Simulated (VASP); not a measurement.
# TaW2 (P-3m1) in VASP: notebook, part 2 of 2

VASP 6.6.1. The steps go on from the part before.

### Step 4. Single point, PBE

This run uses another cell than the first one, of 17.27 Å³/atom.

File INCAR:

```
SYSTEM = TaW2
ALGO = Fast
EDIFF = 1E-6
ENCUT = 520
GGA = PE
ISIF = 2
ISMEAR = 0
LASPH = .TRUE.
LCHARG = .FALSE.
LREAL = .FALSE.
LWAVE = .FALSE.
NBANDS = 26
NELM = 60
PREC = Accurate
SIGMA = 0.1
```

File KPOINTS:

```
k-points
0
G
  18 18 8
  0 0 0
```

File POSCAR:

```
TaW2
1.0
    3.0349412013      0.0000000000      0.0000000000
   -1.5174706007      2.6283361793      0.0000000000
    0.0000000000      0.0000000000      6.4938781326
Ta W
1 2
Direct
    0.0000000000      0.0000000000      0.5000000000
    0.3333333333      0.6666666667      0.1583473128
    0.6666666667      0.3333333333      0.8416526872
```

Potentials or basis: VASP PAW PBE potentials, release 64 (Ta_pv, W_sv).

The run is started by

```sh
> cat potpaw_PBE.64/Ta_pv/POTCAR potpaw_PBE.64/W_sv/POTCAR > POTCAR
> mpirun -np 1 vasp_std > vasp.out
```

OUTCAR:

```text
SYSTEM = TaW2
   EDIFF = 1E-6
   ENCUT = 520
   GGA = PE
   ISIF = 2
   ISMEAR = 0
   LASPH = .TRUE.
   LREAL = .FALSE.
   NELM = 60
   PREC = Accurate

 ion  position               nearest neighbor table
   1  0.000  0.000  0.500-   2 2.83   3 2.83   3 2.83   2 2.83   3 2.83   2 2.83
   2  0.333  0.667  0.158-   3 2.70   3 2.70   3 2.70   1 2.83   1 2.83   1 2.83
   3  0.667  0.333  0.842-   2 2.70   2 2.70   2 2.70   1 2.83   1 2.83   1 2.83

  LATTYP: Found a hexagonal cell.
 ALAT       =     3.0349412013
 C/A-ratio  =     2.1397047593

  Lattice vectors:

 A1 = (   3.0349412013,   0.0000000000,   0.0000000000)
 A2 = (  -1.5174706007,   2.6283361793,   0.0000000000)
 A3 = (   0.0000000000,   0.0000000000,   6.4938781326)

Analysis of symmetry for initial positions (statically):
=====================================================================
 Subroutine PRICEL returns:
 Original cell was already a primitive cell.

 Routine SETGRP: Setting up the symmetry group for a
 hexagonal supercell.

 Subroutine GETGRP returns: Found 12 space group operations
 (whereof 12 operations were pure point group operations)
 out of a pool of 24 trial point group operations.

The static configuration has the point symmetry D_3d.

Analysis of symmetry for dynamics (positions and initial velocities):
=====================================================================
 Subroutine PRICEL returns:
 Original cell was already a primitive cell.

 Routine SETGRP: Setting up the symmetry group for a
 hexagonal supercell.

 Subroutine GETGRP returns: Found 12 space group operations
 (whereof 12 operations were pure point group operations)
 out of a pool of 24 trial point group operations.

The dynamic configuration has the point symmetry D_3d.

 Subroutine INISYM returns: Found 12 space group operations
 (whereof 12 operations are pure point group operations),
 and found     1 'primitive' translations

----------------------------------------------------------------------------------------

                                     Primitive cell

  volume of cell :      51.8007

  direct lattice vectors                    reciprocal lattice vectors
     3.034941201  0.000000000  0.000000000     0.329495675  0.190234417  0.000000000
    -1.517470601  2.628336179  0.000000000     0.000000000  0.380468833  0.000000000
     0.000000000  0.000000000  6.493878133     0.000000000  0.000000000  0.153991187

  length of vectors
     3.034941201  3.034941201  6.493878133     0.380468833  0.380468833  0.153991187

  position of ions in fractional coordinates (direct lattice)
     0.000000000  0.000000000  0.500000000
     0.333333333  0.666666667  0.158347313
     0.666666667  0.333333333  0.841652687

  ion indices of the primitive-cell ions
   primitive index   ion index
                 1           1
                 2           2
                 3           3

----------------------------------------------------------------------------------------

 KPOINTS: k-points

Automatic generation of k-mesh.
 Grid dimensions read from file:
 generate k-points for:   18   18    8

 Generating k-lattice:

  Cartesian coordinates                     Fractional coordinates (reciprocal lattice)
     0.018305315  0.010568579  0.000000000     0.055555556 -0.000000000  0.000000000
     0.000000000  0.021137157  0.000000000     0.000000000  0.055555556  0.000000000
     0.000000000  0.000000000  0.019248898     0.000000000  0.000000000  0.125000000

  Length of vectors
     0.021137157  0.021137157  0.019248898

  Shift w.r.t. Gamma in fractional coordinates (k-lattice)
     0.000000000  0.000000000  0.000000000

 Subroutine IBZKPT returns following result:
 ===========================================

 Found    266 irreducible k-points:

 Following reciprocal coordinates:
            Coordinates               Weight
  0.000000  0.000000  0.000000      1.000000
  0.055556 -0.000000  0.000000      6.000000
  0.111111 -0.000000  0.000000      6.000000
  0.166667  0.000000  0.000000      6.000000
  0.222222 -0.000000  0.000000      6.000000
  0.277778 -0.000000  0.000000      6.000000
[... 16 lines left out ...]
  0.333333  0.111111  0.000000     12.000000
  0.388889  0.111111  0.000000     12.000000
 [... further k-points ...]
   k-points           NKPTS =    266   k-points in BZ     NKDIM =    266   number of bands    NBANDS=     26
   number of dos      NEDOS =    301   number of ions     NIONS =      3
   total plane-waves  NPLWV =  27648
   dimension x,y,z NGX =    24 NGY =   24 NGZ =   48
   dimension x,y,z NGXF=    48 NGYF=   48 NGZF=   96
   ions per type =               1   2
   NGX,Y,Z   is equivalent  to a cutoff of  13.15, 13.15, 12.29 a.u.
   NGXF,Y,Z  is equivalent  to a cutoff of  26.29, 26.29, 24.58 a.u.
 SYSTEM =  TaW2
   PREC   = accura    normal or accurate (medium, high low for compatibility)
   ISTART =      0    job   : 0-new  1-cont  2-samecut
   ICHARG =      2    charge: 1-file 2-atom 10-const
   ISPIN  =      1    spin polarized calculation?
   LNONCOLLINEAR =      F non collinear calculations
   LSORBIT =      F    spin-orbit coupling
   LASPH  =      T    aspherical Exc in radial PAW
   ENCUT  =  520.0 eV  38.22 Ry    6.18 a.u.   5.64  5.64 12.07*2*pi/ulx,y,z
   NELM   =     60;   NELMIN=  2; NELMDL= -5     # of ELM steps
   EDIFF  = 0.1E-05   stopping-criterion for ELM
   LREAL  =      F    real-space projection
   EDIFFG = 0.1E-04   stopping-criterion for IOM
   NSW    =      0    number of steps for IOM
   IBRION =     -1    ionic relax: 0-MD 1-quasi-New 2-CG
   NFREE  =      0    steps in history (QN), initial steepest desc. (CG)
   ISIF   =      2    stress and relaxation
   ISYM   =      2    0-nonsym 1-usesym 2-fastsym
   POTIM  = 0.5000    time-step for ionic-motion
   TEBEG  =    0.0;   TEEND  =   0.0 temperature during run
   PSTRESS=    0.0 pullay stress
   NELECT =      39.0000    total number of electrons
   NUPDOWN=      -1.0000    fix difference up-down
   EMIN   =  10.00;   EMAX   =-10.00  energy-range for DOS
   EFERMI =   0.00;   METHOD = LEGACY
   ISMEAR =     0;   SIGMA  =   0.10  broadening in eV -4-tet -1-fermi 0-gaus
   EFERMI_NEDOS =   21; number of points for ismear=-14 and -15
   IALGO  =     68    algorithm
   IMIX   =      4    mixing-type and parameters
     AMIX     =   0.40;   BMIX     =  1.00
     AMIX_MAG =   1.60;   BMIX_MAG =  1.00
  volume/ion in A,a.u.               =      17.27       116.52
  Fermi-wavevector in a.u.,A,eV,Ry     =   1.489308  2.814384 30.178253  2.218039
  Thomas-Fermi vector in A             =   2.602233
   LORBIT       =      0    0 simple, 1 ext, 2 COOP (PROOUT), +10 PAW based schemes
   GGA     = PE    functional components
   LHFCALC =     F    Hartree Fock is set to
   AEXX    =    0.0000 exact exchange contribution
   IVDW    =     0    specifies the selected vdW correction
   LEPSILON=     F    determine dielectric tensor
   LRPA    =     F    only Hartree local field effects (RPA)
 non-spin polarized calculation
 RMM-DIIS sequential band-by-band and
 Gauss-broadening in eV      SIGMA  =   0.10
  energy-cutoff  :      520.00
  volume of cell :       51.80
 maximum number of plane-waves:      1429
 NGX is ok and might be reduce to    24
   NGX = 11   NGY = 11   NGZ = 25

 number of electron      38.9999999 magnetization

 Free energy of the ion-electron system (eV)
  ---------------------------------------------------
  ext. energy  EPLUGINS =         0.00000000
  ---------------------------------------------------
  free energy    TOTEN  =       -36.73816448 eV

  energy without entropy =      -36.72686696  energy(sigma->0) =      -36.73251572

 E-fermi :   8.6217     XC(G=0): -13.0260

 val. band max:        8.6166637558   @ k =   0.2778   0.1111   0.2500
 cond. band min:       8.6310393059   @ k =   0.2778   0.1667   0.1250
 fundamental gap:      0.0143755501
 Fermi energy:         8.6216517805

 k-point     1 :       0.0000    0.0000    0.0000
  band No.  band energies     occupation
      1     -65.0182      2.00000
      2     -64.9135      2.00000
      3     -29.5804      2.00000
      4     -29.0525      2.00000
      5     -29.0525      2.00000
      6     -28.8676      2.00000
[... 18 lines left out ...]
     25      11.7084      0.00000
     26      12.0736      0.00000
[... 644 lines left out ...]
      4     -29.5686      2.00000
      5     -29.2671      2.00000
      6     -29.0556      2.00000
[... 18 lines left out ...]
     25      13.2505      0.00000
     26      13.7903      0.00000

 [... further k-points ...]
[... 5 lines left out ...]
  --------------------------------------------------------------------------------------
  -------------------------------------------------------------------------------------
  Total        0.0933794      0.0933794      0.1563324     -0.0000000      0.0000000      0.0000000
  in kB        2.8881925      2.8881925      4.8353105     -0.0000000      0.0000000      0.0000000
  external PRESSURE =       3.5372318 kB  Pullay stress =       0.0000000 kB

 VOLUME and BASIS-vectors are now :
 -----------------------------------------------------------------------------
  energy-cutoff  :      520.00
  volume of cell :       51.80
      direct lattice vectors                 reciprocal lattice vectors
     3.034941201  0.000000000  0.000000000     0.329495675  0.190234417  0.000000000
    -1.517470601  2.628336179  0.000000000     0.000000000  0.380468833  0.000000000
     0.000000000  0.000000000  6.493878133     0.000000000  0.000000000  0.153991187

 POSITION                                       TOTAL-FORCE (eV/Angst)
 -----------------------------------------------------------------------------------
      0.00000      0.00000      3.24694        -0.000000      0.000000      0.000000
     -0.00000      1.75222      1.02829         0.000000     -0.000000      0.021924
      1.51747      0.87611      5.46559        -0.000000      0.000000     -0.021924
 -----------------------------------------------------------------------------------
    total drift:                                0.000000     -0.000000      0.000000

  FREE ENERGIE OF THE ION-ELECTRON SYSTEM (eV)
  ---------------------------------------------------
  free  energy   TOTEN  =       -36.7381644785 eV

  energy  without entropy=      -36.7268669581  energy(sigma->0) =      -36.73251572
```

OSZICAR:

```text
N       E                     dE             d eps       ncg     rms          rms(c)
DAV:   1     0.430893647547E+03    0.43089E+03   -0.23250E+04 13880   0.167E+03
DAV:   2    -0.213122209827E+02   -0.45221E+03   -0.44507E+03 15190   0.509E+02
DAV:   3    -0.380493769773E+02   -0.16737E+02   -0.16242E+02 16988   0.956E+01
DAV:   4    -0.383737907142E+02   -0.32441E+00   -0.32021E+00 16682   0.123E+01
DAV:   5    -0.383784888338E+02   -0.46981E-02   -0.46912E-02 17632   0.151E+00    0.297E+01
RMM:   6    -0.371195871778E+02    0.12589E+01   -0.17321E+00 14446   0.944E+00    0.125E+01
RMM:   7    -0.369361294492E+02    0.18346E+00   -0.16683E+00 16646   0.781E+00    0.236E+00
RMM:   8    -0.367372808342E+02    0.19885E+00   -0.33285E-01 16476   0.316E+00    0.113E+00
RMM:   9    -0.367369926936E+02    0.28814E-03   -0.81136E-02 18807   0.143E+00    0.147E-01
RMM:  10    -0.367380445708E+02   -0.10519E-02   -0.14750E-02 19851   0.608E-01    0.159E-01
RMM:  11    -0.367381359130E+02   -0.91342E-04   -0.23696E-03 19263   0.278E-01    0.777E-02
RMM:  12    -0.367381719141E+02   -0.36001E-04   -0.59756E-04 19358   0.154E-01    0.701E-02
RMM:  13    -0.367381606549E+02    0.11259E-04   -0.11850E-04 18481   0.840E-02    0.709E-03
RMM:  14    -0.367381641111E+02   -0.34561E-05   -0.35358E-05 19480   0.390E-02    0.371E-03
RMM:  15    -0.367381644785E+02   -0.36738E-06   -0.38363E-06 13630   0.128E-02
   1 F= -.36738164E+02 E0= -.36732516E+02  d E =-.112975E-01
```

Wall time 5.7 min (1 thread of Intel Xeon Platinum 8259CL at 2.50GHz (Skylake/Cascade Lake), shared host); peak memory 0.42 GiB.

What came out:

```
Free energy            : -36.7382 eV
Pressure               : 0.4 GPa
Largest force          : 0.022 eV/Å
Band gap on the k mesh : zero (an odd number of electrons rules out a gap without spin polarisation)
```

Forces on the atoms (eV/Å):
```
Ta   0.000  0.000  0.000
W    0.000  0.000  0.022
W    0.000  0.000 -0.022
```

Levels at points of the mesh, in eV from the Fermi level:
```tsv
k point	band 17	band 18	band 19	band 20	band 21	band 22
(0.00, 0.00, 0.00)	-0.84	-0.84	-0.51	0.05	0.05	0.32
(0.50, 0.00, 0.00)	-1.27	-0.72	-0.15	-0.14	0.27	3.10
(0.00, 0.00, 0.50)	-0.77	-0.77	0.08	0.12	0.27	0.27
(0.50, 0.00, 0.50)	-1.49	0.14	0.47	0.68	1.14	2.80
```

Caveat: spin-orbit coupling is left out, which moves the levels of the heavy elements.

### Step 5. Summary

| cell | k mesh | gap on the mesh (eV) | pressure (GPa) | largest force (eV/Å) |
| --- | --- | --- | --- | --- |
| a = 3.177, b = 3.177, c = 4.952 Å, angles 90.0, 90.0, 120.0°, 3 atoms, atomic positions A | 6 × 6 × 4 | none | 141.2 | 16.16 |
| a = 3.031, b = 3.031, c = 6.491 Å, angles 90.0, 90.0, 120.0°, 3 atoms, atomic positions B | 6 × 6 × 4 | none | 0.3 | 0.02 |
| a = 3.035, b = 3.035, c = 6.494 Å, angles 90.0, 90.0, 120.0°, 3 atoms, atomic positions C | 18 × 18 × 8 | none | 0.4 | 0.02 |

Alike in all rows: task single point; level PBE; potentials or basis VASP PAW PBE potentials, release 64 (Ta_pv, W_sv); no spin polarisation; cutoff (eV) 520; smearing gaussian 0.1 eV.

Caveats: some runs use coarse meshes; spin-orbit coupling is left out, which moves the levels of the heavy elements; forces of over 1 eV/Å act on the atoms, so gaps and moduli don't describe the material at rest (at least some runs).

Total energies depend on the potentials used, so only differences within one code and one set of settings carry meaning.

The gap in the log of VASP goes by the Fermi energy; the results here count the filled bands.